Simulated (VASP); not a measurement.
Input of a VASP 6.6.1 run:

Contents of INCAR:

```
PREC = Accurate
ENCUT = 520
EDIFF = 1E-6
ISMEAR = 0
SIGMA = 0.15
LREAL = False
LASPH = True
NELM = 60
ALGO = Fast
ISIF = 2
LWAVE = False
LCHARG = False
GGA = PS
NBANDS = 13
```

KPOINTS

```
regular mesh
0
Gamma
  26 26 26
```

File POSCAR:

```
Mo
1.0
   -1.5802999614      1.5646534271      1.5802999614
    1.5490068928     -1.5646534271      1.5490068928
    1.5802999614      1.5646534271     -1.5802999614
Mo
1
Direct
    0.0000000000      0.0000000000      0.0000000000
```

Potentials or basis: VASP PAW PBE potentials, release 64 (Mo_sv).

Run with:

```sh
$ cat potpaw_PBE.64/Mo_sv/POTCAR > POTCAR
$ mpirun -np 1 vasp_std > vasp.out
```

Q: What does it give for the pressure?

A: 0.8 GPa.

Q: What does it give for the band gap on the k mesh?

A: Zero (bands 7 and 8 overlap by 5.25 eV).

Stress tensor (GPa, compression positive):
```
0.74 0.00 2.15
0.00 0.77 0.00
2.15 0.00 0.74
```

Caveat: the cell differs from its parent crystal (strain -0.0200 x Voigt [0, 0, 0, 0, 1, 0]); the PAW data sets were made with another functional, which shifts forces and pressure a little.
